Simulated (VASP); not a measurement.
# SrCl2 (R-3m) in VASP: further runs

SrCl2 is run at these levels: r2SCAN; tasks: single point.

Program: VASP 6.6.1. These are calculated values, not measurements. Logs are shortened: lines on timing, memory, paths and dates and some standing lists are left out, and cuts for length are marked.

## (1) The cell of the first run

The typed cell holds 3 atoms: a = 4.916 Å, b = 4.916 Å, c = 4.916 Å, α = 59.96°, β = 59.96°, γ = 59.96°.

## (2) Single point, r2SCAN

File POSCAR:

```
SrCl2
1.0
    2.4567214836      1.4183888098      4.0153159317
   -2.4567214836      1.4183888098      4.0153159317
    0.0000000000     -2.8367776197      4.0153159316
Sr Cl
1 2
Direct
    0.0000000000      0.0000000000      0.0000000000
    0.2499511381      0.2499511381      0.2499511381
    0.7500488619      0.7500488619      0.7500488619
```

File INCAR.step1:

```
ALGO = Normal ; EDIFF = 1E-5
ENCUT = 550 ; GGA = PE
GGA_COMPAT = F ; ISMEAR = 1
LASPH = T ; LCHARG = F
LREAL = F ; LWAVE = T
NBANDS = 19 ; NELM = 120
PREC = Accurate ; SIGMA = 0.05
```

File INCAR.step2:

```
ALGO = Normal ; EDIFF = 1E-6
ENCUT = 550 ; GGA_COMPAT = F
ISIF = 2 ; ISMEAR = 1
ISTART = 1 ; LASPH = T
LCHARG = F ; LMIXTAU = T
LREAL = F ; LWAVE = F
METAGGA = R2SCAN ; NBANDS = 19
NELM = 120 ; PREC = Accurate
SIGMA = 0.05
```

File KPOINTS:

```
k-points
0
Gamma
  4 4 4
```

Potentials or basis: VASP PAW PBE potentials, release 64 (Sr_sv, Cl).

The run is started by

```sh
cat potpaw_PBE.64/Sr_sv/POTCAR potpaw_PBE.64/Cl/POTCAR > POTCAR
cp INCAR.step1 INCAR
mpirun -np 1 vasp_std > vasp.out
cp INCAR.step2 INCAR
mpirun -np 1 vasp_std > vasp.out
```

OUTCAR:

```text
EDIFF = 1E-6
   ENCUT = 550
   ISIF = 2
   ISMEAR = 1
   ISTART = 1
   LASPH = T
   LREAL = F
   METAGGA = R2SCAN
   NELM = 120
   PREC = Accurate

 ion  position               nearest neighbor table
   1  0.000  0.000  0.000-   3 3.01   2 3.01   3 3.01   3 3.01   2 3.01   2 3.01   3 3.01   2 3.01

   2  0.250  0.250  0.250-   1 3.01   1 3.01   1 3.01   1 3.01
   3  0.750  0.750  0.750-   1 3.01   1 3.01   1 3.01   1 3.01

  LATTYP: Found a trigonal (rhomboedric) cell.
 ALAT       =     4.9163064688
 COS(alpha) =     0.5005822802

  Lattice vectors:

 A1 = (   2.4567214836,   1.4183888098,   4.0153159317)
 A2 = (  -2.4567214836,   1.4183888098,   4.0153159317)
 A3 = (   0.0000000000,  -2.8367776197,   4.0153159316)

Analysis of symmetry for initial positions (statically):
=====================================================================
 Subroutine PRICEL returns:
 Original cell was already a primitive cell.

 Routine SETGRP: Setting up the symmetry group for a
 trigonal (rhombohedral) supercell.

 Subroutine GETGRP returns: Found 12 space group operations
 (whereof 12 operations were pure point group operations)
 out of a pool of 12 trial point group operations.

The static configuration has the point symmetry D_3d.

Analysis of symmetry for dynamics (positions and initial velocities):
=====================================================================
 Subroutine PRICEL returns:
 Original cell was already a primitive cell.

 Routine SETGRP: Setting up the symmetry group for a
 trigonal (rhombohedral) supercell.

 Subroutine GETGRP returns: Found 12 space group operations
 (whereof 12 operations were pure point group operations)
 out of a pool of 12 trial point group operations.

The dynamic configuration has the point symmetry D_3d.

 Subroutine INISYM returns: Found 12 space group operations
 (whereof 12 operations are pure point group operations),
 and found     1 'primitive' translations

----------------------------------------------------------------------------------------

                                     Primitive cell

  volume of cell :      83.9503

  direct lattice vectors                    reciprocal lattice vectors
     2.456721484  1.418388810  4.015315932     0.203523274  0.117504217  0.083015469
    -2.456721484  1.418388810  4.015315932    -0.203523274  0.117504217  0.083015469
     0.000000000 -2.836777620  4.015315932     0.000000000 -0.235008434  0.083015469

  length of vectors
     4.916306469  4.916306469  4.916306469     0.249239909  0.249239909  0.249239909

  position of ions in fractional coordinates (direct lattice)
     0.000000000  0.000000000  0.000000000
     0.249951138  0.249951138  0.249951138
     0.750048862  0.750048862  0.750048862

  ion indices of the primitive-cell ions
   primitive index   ion index
                 1           1
                 2           2
                 3           3

----------------------------------------------------------------------------------------

 KPOINTS: k-points

Automatic generation of k-mesh.
 Grid dimensions read from file:
 generate k-points for:    4    4    4

 Generating k-lattice:

  Cartesian coordinates                     Fractional coordinates (reciprocal lattice)
     0.050880819  0.029376054  0.020753867     0.250000000  0.000000000  0.000000000
    -0.050880819  0.029376054  0.020753867     0.000000000  0.250000000  0.000000000
     0.000000000 -0.058752109  0.020753867     0.000000000  0.000000000  0.250000000

  Length of vectors
     0.062309977  0.062309977  0.062309977

  Shift w.r.t. Gamma in fractional coordinates (k-lattice)
     0.000000000  0.000000000  0.000000000

 Subroutine IBZKPT returns following result:
 ===========================================

 Found     13 irreducible k-points:

 Following reciprocal coordinates:
            Coordinates               Weight
  0.000000  0.000000  0.000000      1.000000
  0.250000  0.000000 -0.000000      6.000000
  0.500000  0.000000 -0.000000      3.000000
  0.250000  0.250000 -0.000000      6.000000
  0.500000  0.250000 -0.000000     12.000000
 -0.250000  0.250000  0.000000      6.000000
  0.500000  0.500000 -0.000000      3.000000
  0.250000  0.250000  0.250000      2.000000
  0.500000  0.250000  0.250000      6.000000
 -0.250000  0.250000  0.250000      6.000000
  0.500000  0.500000  0.250000      6.000000
 -0.250000  0.500000  0.250000      6.000000
  0.500000  0.500000  0.500000      1.000000
   k-points           NKPTS =     13   k-points in BZ     NKDIM =     13   number of bands    NBANDS=     19
   number of dos      NEDOS =    301   number of ions     NIONS =      3
   total plane-waves  NPLWV =  64000
   dimension x,y,z NGX =    40 NGY =   40 NGZ =   40
   dimension x,y,z NGXF=    80 NGYF=   80 NGZF=   80
   ions per type =               1   2
   NGX,Y,Z   is equivalent  to a cutoff of  13.53, 13.53, 13.53 a.u.
   NGXF,Y,Z  is equivalent  to a cutoff of  27.05, 27.05, 27.05 a.u.
 SYSTEM =  unknown system
   PREC   = accura    normal or accurate (medium, high low for compatibility)
   ISTART =      1    job   : 0-new  1-cont  2-samecut
   ICHARG =      0    charge: 1-file 2-atom 10-const
   ISPIN  =      1    spin polarized calculation?
   LNONCOLLINEAR =      F non collinear calculations
   LSORBIT =      F    spin-orbit coupling
   LASPH  =      T    aspherical Exc in radial PAW
   ENCUT  =  550.0 eV  40.42 Ry    6.36 a.u.   9.40  9.40  9.40*2*pi/ulx,y,z
   NELM   =    120;   NELMIN=  2; NELMDL=  0     # of ELM steps
   EDIFF  = 0.1E-05   stopping-criterion for ELM
   LREAL  =      F    real-space projection
   EDIFFG = 0.1E-04   stopping-criterion for IOM
   NSW    =      0    number of steps for IOM
   IBRION =     -1    ionic relax: 0-MD 1-quasi-New 2-CG
   NFREE  =      0    steps in history (QN), initial steepest desc. (CG)
   ISIF   =      2    stress and relaxation
   ISYM   =      2    0-nonsym 1-usesym 2-fastsym
   POTIM  = 0.5000    time-step for ionic-motion
   TEBEG  =    0.0;   TEEND  =   0.0 temperature during run
   PSTRESS=    0.0 pullay stress
   NELECT =      24.0000    total number of electrons
   NUPDOWN=      -1.0000    fix difference up-down
   EMIN   =  10.00;   EMAX   =-10.00  energy-range for DOS
   EFERMI =   0.00;   METHOD = LEGACY
   ISMEAR =     1;   SIGMA  =   0.05  broadening in eV -4-tet -1-fermi 0-gaus
   EFERMI_NEDOS =   21; number of points for ismear=-14 and -15
   IALGO  =     38    algorithm
   IMIX   =      4    mixing-type and parameters
     AMIX     =   0.40;   BMIX     =  1.00
     AMIX_MAG =   1.60;   BMIX_MAG =  1.00
  volume/ion in A,a.u.               =      27.98       188.84
  Fermi-wavevector in a.u.,A,eV,Ry     =   1.078461  2.037996 15.824644  1.163079
  Thomas-Fermi vector in A             =   2.214400
   LORBIT       =      0    0 simple, 1 ext, 2 COOP (PROOUT), +10 PAW based schemes
   METAGGA = R2SCAN    functional components
   LHFCALC =     F    Hartree Fock is set to
   AEXX    =    0.0000 exact exchange contribution
   IVDW    =     0    specifies the selected vdW correction
   LEPSILON=     F    determine dielectric tensor
   LRPA    =     F    only Hartree local field effects (RPA)
 non-spin polarized calculation
 Methfessel and Paxton  Order N= 1 SIGMA  =   0.05
  energy-cutoff  :      550.00
  volume of cell :       83.95
 maximum number of plane-waves:      2477
 NGX is ok and might be reduce to    40
   NGX = 19   NGY = 19   NGZ = 19

 number of electron      24.0000003 magnetization

 Free energy of the ion-electron system (eV)
  ---------------------------------------------------
  ext. energy  EPLUGINS =         0.00000000
  ---------------------------------------------------
  free energy    TOTEN  =       -35.69300760 eV

  energy without entropy =      -35.69314526  energy(sigma->0) =      -35.69305349

 E-fermi :  -0.1045     XC(G=0):  -8.8199

 val. band max:       -0.1465565097   @ k =   0.5000   0.5000  -0.0000
 cond. band min:       5.8374044776   @ k =   0.5000   0.5000  -0.0000
 fundamental gap:      5.9839609874
 Fermi energy:        -0.1044988550

 k-point     1 :       0.0000    0.0000    0.0000
  band No.  band energies     occupation
      1     -34.0595      2.00000
      2     -15.4346      2.00000
      3     -15.4345      2.00000
      4     -15.4345      2.00000
      5     -14.0699      2.00000
      6     -13.1714      2.00000
[... 11 lines left out ...]
     18       9.5009      0.00000
     19       9.9891      0.00000

 k-point     2 :       0.2500    0.0000   -0.0000
  band No.  band energies     occupation
      1     -34.0577      2.00000
      2     -15.6308      2.00000
      3     -15.4418      2.00000
      4     -15.4418      2.00000
      5     -13.7592      2.00000
      6     -13.2723      2.00000
[... 11 lines left out ...]
     18       9.2207      0.00000
     19      10.2241      0.00000

 k-point     3 :       0.5000    0.0000   -0.0000
  band No.  band energies     occupation
      1     -34.0559      2.00000
      2     -15.7691      2.00000
      3     -15.4491      2.00000
      4     -15.4491      2.00000
      5     -13.6506      2.00000
      6     -13.2157      2.00000
[... 11 lines left out ...]
     18       9.2507      0.00000
     19       9.6008      0.00000

 k-point     4 :       0.2500    0.2500   -0.0000
  band No.  band energies     occupation
      1     -34.0571      2.00000
      2     -15.6766      2.00000
      3     -15.4519      2.00000
      4     -15.4518      2.00000
      5     -13.6213      2.00000
      6     -13.3384      2.00000
[... 11 lines left out ...]
     18       9.1355      0.00000
     19       9.7169      0.00000

 k-point     5 :       0.5000    0.2500   -0.0000
  band No.  band energies     occupation
      1     -34.0553      2.00000
      2     -15.7461      2.00000
      3     -15.5412      2.00000
      4     -15.4592      2.00000
      5     -13.4635      2.00000
      6     -13.3080      2.00000
[... 11 lines left out ...]
     18       9.5882      0.00000
     19      10.2885      0.00000

 k-point     6 :      -0.2500    0.2500    0.0000
  band No.  band energies     occupation
      1     -34.0559      2.00000
      2     -15.6841      2.00000
      3     -15.5634      2.00000
      4     -15.4491      2.00000
      5     -13.4896      2.00000
      6     -13.3425      2.00000
[... 11 lines left out ...]
     18       9.2815      0.00000
     19      10.3992      0.00000

 k-point     7 :       0.5000    0.5000   -0.0000
  band No.  band energies     occupation
      1     -34.0548      2.00000
      2     -15.8441      2.00000
      3     -15.4693      2.00000
      4     -15.4692      2.00000
      5     -13.4940      2.00000
      6     -13.2271      2.00000
[... 11 lines left out ...]
     18       9.3244      0.00000
     19      10.7624      0.00000

 k-point     8 :       0.2500    0.2500    0.2500
  band No.  band energies     occupation
      1     -34.0577      2.00000
      2     -15.6306      2.00000
      3     -15.4417      2.00000
      4     -15.4417      2.00000
      5     -13.7598      2.00000
      6     -13.2719      2.00000
[... 11 lines left out ...]
     18       9.2177      0.00000
     19      10.2208      0.00000

 k-point     9 :       0.5000    0.2500    0.2500
  band No.  band energies     occupation
      1     -34.0560      2.00000
      2     -15.6835      2.00000
      3     -15.5639      2.00000
      4     -15.4490      2.00000
      5     -13.4904      2.00000
      6     -13.3419      2.00000
[... 11 lines left out ...]
     18       9.2774      0.00000
     19      10.4016      0.00000

 k-point    10 :      -0.2500    0.2500    0.2500
  band No.  band energies     occupation
      1     -34.0553      2.00000
      2     -15.7466      2.00000
      3     -15.5407      2.00000
      4     -15.4591      2.00000
      5     -13.4642      2.00000
      6     -13.3074      2.00000
[... 11 lines left out ...]
     18       9.5884      0.00000
     19      10.2828      0.00000

 k-point    11 :       0.5000    0.5000    0.2500
  band No.  band energies     occupation
      1     -34.0554      2.00000
      2     -15.7460      2.00000
      3     -15.5412      2.00000
      4     -15.4591      2.00000
      5     -13.4629      2.00000
      6     -13.3088      2.00000
[... 11 lines left out ...]
     18       9.5848      0.00000
     19      10.2865      0.00000

 k-point    12 :      -0.2500    0.5000    0.2500
  band No.  band energies     occupation
      1     -34.0548      2.00000
      2     -15.6706      2.00000
      3     -15.6700      2.00000
      4     -15.4696      2.00000
      5     -13.3477      2.00000
      6     -13.3464      2.00000
[... 11 lines left out ...]
     18      10.3091      0.00000
     19      10.9823      0.00000

 k-point    13 :       0.5000    0.5000    0.5000
  band No.  band energies     occupation
      1     -34.0560      2.00000
      2     -15.7689      2.00000
      3     -15.4489      2.00000
      4     -15.4489      2.00000
      5     -13.6498      2.00000
      6     -13.2169      2.00000
[... 11 lines left out ...]
     18       9.2477      0.00000
     19       9.5959      0.00000

------------------------ aborting loop because EDIFF is reached ----------------------------------------

  FORCE on cell =-STRESS in cart. coord.  units (eV):
  Direction    XX          YY          ZZ          XY          YZ          ZX
  --------------------------------------------------------------------------------------
  -------------------------------------------------------------------------------------
  Total        0.4314101      0.4314101      0.4213837      0.0000000      0.0000000      0.0000000
  in kB        8.2333911      8.2333911      8.0420378      0.0000000      0.0000000      0.0000000
  external PRESSURE =       8.1696066 kB  Pullay stress =       0.0000000 kB

 VOLUME and BASIS-vectors are now :
 -----------------------------------------------------------------------------
  energy-cutoff  :      550.00
  volume of cell :       83.95
      direct lattice vectors                 reciprocal lattice vectors
     2.456721484  1.418388810  4.015315932     0.203523274  0.117504217  0.083015469
    -2.456721484  1.418388810  4.015315932    -0.203523274  0.117504217  0.083015469
     0.000000000 -2.836777620  4.015315932     0.000000000 -0.235008434  0.083015469

 POSITION                                       TOTAL-FORCE (eV/Angst)
 -----------------------------------------------------------------------------------
      0.00000      0.00000      0.00000         0.000000     -0.000000     -0.000000
      0.00000     -0.00000      3.01090         0.000000      0.000000     -0.000175
      0.00000     -0.00000      9.03505         0.000000     -0.000000      0.000175
 -----------------------------------------------------------------------------------
    total drift:                               -0.000000     -0.000000      0.000000

  FREE ENERGIE OF THE ION-ELECTRON SYSTEM (eV)
  ---------------------------------------------------
  free  energy   TOTEN  =       -35.6930076020 eV

  energy  without entropy=      -35.6931452595  energy(sigma->0) =      -35.69305349
```

Run time: 5.8 min. Hardware: 1 thread of AMD EPYC, shared host; peak memory 0.23 GiB.

Results:

```yaml
Free_energy: -35.6930 eV
Pressure: 0.8 GPa
Band_gap_on_the_k_mesh: 5.98 eV
```

Levels at points of the mesh, in eV from the valence-band top:
```
           k point  band 8  band 9  band 10  band 11  band 12  band 13  band 14  band 15  band 16  band 17
(0.00, 0.00, 0.00)   -2.19   -2.19    -0.35    -0.35    -0.35     6.01     6.68     6.68     9.64     9.65
(0.50, 0.00, 0.00)   -1.61   -1.51    -1.37    -1.08    -1.08     7.30     7.31     8.25     8.30     9.39
(0.50, 0.50, 0.00)   -1.95   -1.95    -0.41    -0.41     0.00     5.98     7.82     8.25     8.74     8.74
(0.50, 0.50, 0.50)   -1.61   -1.50    -1.37    -1.08    -1.08     7.30     7.30     8.24     8.29     9.39
```

Caveat: the PAW data sets were made with another functional, which shifts forces and pressure a little. A k mesh can miss the band edges.

## (3) Single point, r2SCAN

POSCAR is that of step 2.

File INCAR.step1:

```
PREC = Accurate
ENCUT = 550
ISMEAR = 1
SIGMA = 0.001
LREAL = False
LASPH = True
NELM = 120
NBANDS = 19
GGA = PE
ALGO = Normal
EDIFF = 1E-5
LWAVE = True
LCHARG = False
GGA_COMPAT = False
```

File INCAR.step2:

```
PREC = Accurate
ENCUT = 550
EDIFF = 1E-6
ISMEAR = 1
SIGMA = 0.001
LREAL = False
LASPH = True
NELM = 120
ALGO = Normal
ISIF = 2
LWAVE = False
LCHARG = False
METAGGA = R2SCAN
LMIXTAU = True
NBANDS = 19
ISTART = 1
GGA_COMPAT = False
```

File KPOINTS:

```
Automatic mesh
0
Gamma
  4 4 4
```

Potentials or basis: VASP PAW PBE potentials, release 64 (Sr_sv, Cl).

The run is started by

```sh
cat potpaw_PBE.64/Sr_sv/POTCAR potpaw_PBE.64/Cl/POTCAR > POTCAR
cp INCAR.step1 INCAR
mpirun -np 1 vasp_std > vasp.out
cp INCAR.step2 INCAR
mpirun -np 1 vasp_std > vasp.out
```

Run time: 4.8 min. Hardware: 1 thread of AMD EPYC, shared host; peak memory 0.23 GiB.

It converged, with:

```
Free energy            : -35.6931 eV
Pressure               : 0.8 GPa
Band gap on the k mesh : 5.98 eV
```

Levels at points of the mesh, in eV from the valence-band top:
| k point | band 8 | band 9 | band 10 | band 11 | band 12 | band 13 | band 14 | band 15 | band 16 | band 17 |
| --- | --- | --- | --- | --- | --- | --- | --- | --- | --- | --- |
| (0.00, 0.00, 0.00) | -2.19 | -2.19 | -0.35 | -0.35 | -0.35 | 6.01 | 6.68 | 6.68 | 9.64 | 9.65 |
| (0.50, 0.00, 0.00) | -1.61 | -1.51 | -1.37 | -1.08 | -1.08 | 7.30 | 7.31 | 8.25 | 8.30 | 9.39 |
| (0.50, 0.50, 0.00) | -1.95 | -1.95 | -0.41 | -0.41 | 0.00 | 5.98 | 7.82 | 8.25 | 8.74 | 8.74 |
| (0.50, 0.50, 0.50) | -1.61 | -1.50 | -1.37 | -1.08 | -1.08 | 7.30 | 7.30 | 8.24 | 8.29 | 9.39 |

Caveat: the PAW data sets were made with another functional, which shifts forces and pressure a little. A k mesh can miss the band edges.
